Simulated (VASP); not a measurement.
# KTaO3 (Pm-3m) in VASP: a series of runs, part 2 of 2

VASP 6.6.1. Earlier steps stand in the parts before.

**3. Single point, PBEsol**

File INCAR:

```
SYSTEM = KTaO3
PREC = Accurate
ENCUT = 520
EDIFF = 1E-6
ISMEAR = 0
SIGMA = 0.05
LREAL = .False.
LASPH = .True.
NELM = 100
ALGO = Normal
ISIF = 2
LWAVE = .False.
LCHARG = .False.
GGA = PS
NBANDS = 27
```

File KPOINTS:

```
Automatic mesh
0
Gamma
  8 8 8
  0 0 0
```

File POSCAR:

```
KTaO3
1.0
    3.9883000000      0.0000000000      0.0000000000
    0.0000000000      3.9883000000      0.0000000000
    0.0000000000      0.0000000000      3.9883000000
K Ta O
1 1 3
Direct
    0.5000000000      0.5000000000      0.5000000000
    0.0000000000      0.0000000000      0.0000000000
    0.5000000000      0.0000000000      0.0000000000
    0.0000000000      0.5000000000      0.0000000000
    0.0000000000      0.0000000000      0.5000000000
```

Potentials or basis: VASP PAW PBE potentials, release 64 (K_sv, Ta_pv, O).

Launch:

```bash
> cat potpaw_PBE.64/K_sv/POTCAR potpaw_PBE.64/Ta_pv/POTCAR potpaw_PBE.64/O/POTCAR > POTCAR
> mpirun -np 1 vasp_std > vasp.out
```

OUTCAR:

```text
SYSTEM = KTaO3
   PREC = Accurate
   ENCUT = 520
   EDIFF = 1E-6
   ISMEAR = 0
   LREAL = .False.
   LASPH = .True.
   NELM = 100
   ISIF = 2
   GGA = PS

 ion  position               nearest neighbor table
   1  0.500  0.500  0.500-   3 2.82   4 2.82   5 2.82   3 2.82   4 2.82   3 2.82   5 2.82   3 2.82
                             4 2.82   5 2.82   4 2.82   5 2.82   2 3.45   2 3.45   2 3.45   2 3.45
   2  0.000  0.000  0.000-   3 1.99   4 1.99   5 1.99   5 1.99   4 1.99   3 1.99   1 3.45   1 3.45
                             1 3.45   1 3.45   1 3.45   1 3.45   1 3.45   1 3.45
   3  0.500  0.000  0.000-   2 1.99   2 1.99   1 2.82   1 2.82   1 2.82   1 2.82
   4  0.000  0.500  0.000-   2 1.99   2 1.99   1 2.82   1 2.82   1 2.82   1 2.82
   5  0.000  0.000  0.500-   2 1.99   2 1.99   1 2.82   1 2.82   1 2.82   1 2.82

  LATTYP: Found a simple cubic cell.
 ALAT       =     3.9883000000

  Lattice vectors:

 A1 = (   3.9883000000,   0.0000000000,   0.0000000000)
 A2 = (   0.0000000000,   3.9883000000,   0.0000000000)
 A3 = (   0.0000000000,   0.0000000000,   3.9883000000)

Analysis of symmetry for initial positions (statically):
=====================================================================
 Subroutine PRICEL returns:
 Original cell was already a primitive cell.

 Routine SETGRP: Setting up the symmetry group for a
 simple cubic supercell.

 Subroutine GETGRP returns: Found 48 space group operations
 (whereof 48 operations were pure point group operations)
 out of a pool of 48 trial point group operations.

The static configuration has the point symmetry O_h .

Analysis of symmetry for dynamics (positions and initial velocities):
=====================================================================
 Subroutine PRICEL returns:
 Original cell was already a primitive cell.

 Routine SETGRP: Setting up the symmetry group for a
 simple cubic supercell.

 Subroutine GETGRP returns: Found 48 space group operations
[... 129 lines left out ...]
     AMIX_MAG =   1.60;   BMIX_MAG =  1.00
  volume/ion in A,a.u.               =      12.69        85.62
  Fermi-wavevector in a.u.,A,eV,Ry     =   1.380008  2.607837 25.911228  1.904422
  Thomas-Fermi vector in A             =   2.504925
   LORBIT       =      0    0 simple, 1 ext, 2 COOP (PROOUT), +10 PAW based schemes
   GGA     = PS    functional components
   LHFCALC =     F    Hartree Fock is set to
   AEXX    =    0.0000 exact exchange contribution
   IVDW    =     0    specifies the selected vdW correction
   LEPSILON=     F    determine dielectric tensor
   LRPA    =     F    only Hartree local field effects (RPA)
 non-spin polarized calculation
 Gauss-broadening in eV      SIGMA  =   0.05
  energy-cutoff  :      520.00
  volume of cell :       63.44
 maximum number of plane-waves:      1743
 NGX is ok and might be reduce to    30
   NGX = 15   NGY = 15   NGZ = 15

 number of electron      37.9999976 magnetization

 Free energy of the ion-electron system (eV)
  ---------------------------------------------------
  ext. energy  EPLUGINS =         0.00000000
  ---------------------------------------------------
  free energy    TOTEN  =       -42.92115014 eV

  energy without entropy =      -42.92115014  energy(sigma->0) =      -42.92115014

 E-fermi :   1.9196     XC(G=0): -11.1394

 val. band max:        1.6630053775   @ k =   0.5000   0.5000   0.5000
 cond. band min:       3.7477934400   @ k =   0.0000   0.0000   0.0000
 fundamental gap:      2.0847880625
 Fermi energy:         1.9196465053

 k-point     1 :       0.0000    0.0000    0.0000
  band No.  band energies     occupation
      1     -32.4009      2.00000
      2     -32.4009      2.00000
      3     -32.4009      2.00000
      4     -25.4555      2.00000
      5     -15.8222      2.00000
      6     -15.0951      2.00000
[... 709 lines left out ...]
     26      12.3178      0.00000
     27      12.3822      0.00000

 [... further k-points ...]

------------------------ aborting loop because EDIFF is reached ----------------------------------------

  FORCE on cell =-STRESS in cart. coord.  units (eV):
  Direction    XX          YY          ZZ          XY          YZ          ZX
  --------------------------------------------------------------------------------------
  -------------------------------------------------------------------------------------
  Total        0.1099687      0.1099687      0.1099687     -0.0000000      0.0000000     -0.0000000
  in kB        2.7772587      2.7772587      2.7772587     -0.0000000      0.0000000     -0.0000000
  external PRESSURE =       2.7772587 kB  Pullay stress =       0.0000000 kB

 VOLUME and BASIS-vectors are now :
 -----------------------------------------------------------------------------
  energy-cutoff  :      520.00
  volume of cell :       63.44
      direct lattice vectors                 reciprocal lattice vectors
     3.988300000  0.000000000  0.000000000     0.250733395  0.000000000  0.000000000
     0.000000000  3.988300000  0.000000000     0.000000000  0.250733395  0.000000000
     0.000000000  0.000000000  3.988300000     0.000000000  0.000000000  0.250733395

 POSITION                                       TOTAL-FORCE (eV/Angst)
 -----------------------------------------------------------------------------------
      1.99415      1.99415      1.99415         0.000000      0.000000      0.000000
      0.00000      0.00000      0.00000         0.000000      0.000000      0.000000
      1.99415      0.00000      0.00000         0.000000      0.000000      0.000000
      0.00000      1.99415      0.00000         0.000000      0.000000      0.000000
      0.00000      0.00000      1.99415         0.000000      0.000000      0.000000
 -----------------------------------------------------------------------------------
    total drift:                                0.000000     -0.000000      0.000000

  FREE ENERGIE OF THE ION-ELECTRON SYSTEM (eV)
  ---------------------------------------------------
  free  energy   TOTEN  =       -42.9211501424 eV

  energy  without entropy=      -42.9211501424  energy(sigma->0) =      -42.92115014
```

OSZICAR:

```text
N       E                     dE             d eps       ncg     rms          rms(c)
DAV:   1     0.316040753639E+03    0.31604E+03   -0.20594E+04  1890   0.141E+03
DAV:   2    -0.315994582392E+02   -0.34764E+03   -0.33655E+03  2211   0.404E+02
DAV:   3    -0.500947741429E+02   -0.18495E+02   -0.18407E+02  2651   0.910E+01
DAV:   4    -0.507305537334E+02   -0.63578E+00   -0.63457E+00  3124   0.106E+01
DAV:   5    -0.507334767160E+02   -0.29230E-02   -0.29226E-02  2511   0.760E-01    0.339E+01
DAV:   6    -0.432156361733E+02    0.75178E+01   -0.31110E+01  2264   0.377E+01    0.134E+01
DAV:   7    -0.430056591249E+02    0.20998E+00   -0.16716E+00  2493   0.828E+00    0.932E+00
DAV:   8    -0.429401569287E+02    0.65502E-01   -0.38826E-01  2222   0.509E+00    0.271E+00
DAV:   9    -0.429229444776E+02    0.17212E-01   -0.32062E-02  2284   0.140E+00    0.407E-01
DAV:  10    -0.429211876249E+02    0.17569E-02   -0.13852E-02  2547   0.761E-01    0.843E-02
DAV:  11    -0.429211304690E+02    0.57156E-04   -0.10665E-03  2488   0.203E-01    0.289E-02
DAV:  12    -0.429211486478E+02   -0.18179E-04   -0.42063E-05  2525   0.547E-02    0.794E-03
DAV:  13    -0.429211502254E+02   -0.15775E-05   -0.60891E-06  2446   0.195E-02    0.602E-03
DAV:  14    -0.429211501424E+02    0.82941E-07   -0.11879E-06  1797   0.695E-03
   1 F= -.42921150E+02 E0= -.42921150E+02  d E =-.952101E-15
```

stdout:

```text
POSCAR found type information on POSCAR K TaO
 POSCAR found :  3 types and       5 ions
 scaLAPACK will be used
 -----------------------------------------------------------------------------
|                                                                             |
|                                                                             |
|     You enforced a specific xc type in the INCAR file but a different       |
|     I HOPE YOU KNOW WHAT YOU ARE DOING!                                     |
|                                                                             |
 -----------------------------------------------------------------------------

 LDA part: xc-table for (Slater+PW92), standard interpolation
 POSCAR, INCAR and KPOINTS ok, starting setup
 FFT: planning ... GRIDC
 FFT: planning ... GRID_SOFT
 FFT: planning ... GRID
 WAVECAR not read
 entering main loop
```

It took 76 s on 1 thread of Intel Xeon Platinum 8375C at 2.90GHz (Ice Lake), shared host; peak memory 0.2 GiB.

Results:

```yaml
Free_energy: -42.9212 eV
Pressure: 0.3 GPa
Band_gap_on_the_k_mesh: 2.08 eV, indirect (least direct gap 2.71 eV)
```

Caveat: the PAW data sets were made with another functional, which shifts forces and pressure a little; spin-orbit coupling is left out, which moves the levels of the heavy elements.
